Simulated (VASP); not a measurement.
Input of a VASP 6.6.1 run:

Contents of INCAR:

```
SYSTEM = C
PREC = Accurate ; ENCUT = 520
EDIFF = 1E-7 ; ISMEAR = -1
SIGMA = 0.1 ; LREAL = .False.
LASPH = .True. ; NELM = 100
ALGO = Normal ; ISIF = 2
LWAVE = .False. ; LCHARG = .False.
NBANDS = 11 ; ISYM = 0
```

Contents of KPOINTS:

```
Automatic mesh
0
Gamma
  25 25 29
  0 0 0
```

POSCAR

```
C
1.0
   -1.2486555249      1.2486533428      1.7658159437
    1.2486533428     -1.2486555249      1.7658159437
    1.2486555268      1.2486555268     -1.7658199403
C
2
Direct
    0.0000001058      0.9999998942      1.0000000000
    0.7499998942      0.2500001058      0.5000000000
```

Potentials or basis: VASP PAW LDA potentials, release 64 (C).

The run is started by

```bash
$ cat potpaw_LDA.64/C/POTCAR > POTCAR
$ mpirun -np 1 vasp_std > vasp.out
```

Question: What does it give for the band gap on the k mesh?

Answer: 4.17 eV (least direct gap 5.63 eV).

Question: Predict the pressure.

Answer: 1.6 GPa.

Caveat: an odd mesh through Γ misses points on the zone boundary, where band edges can lie.
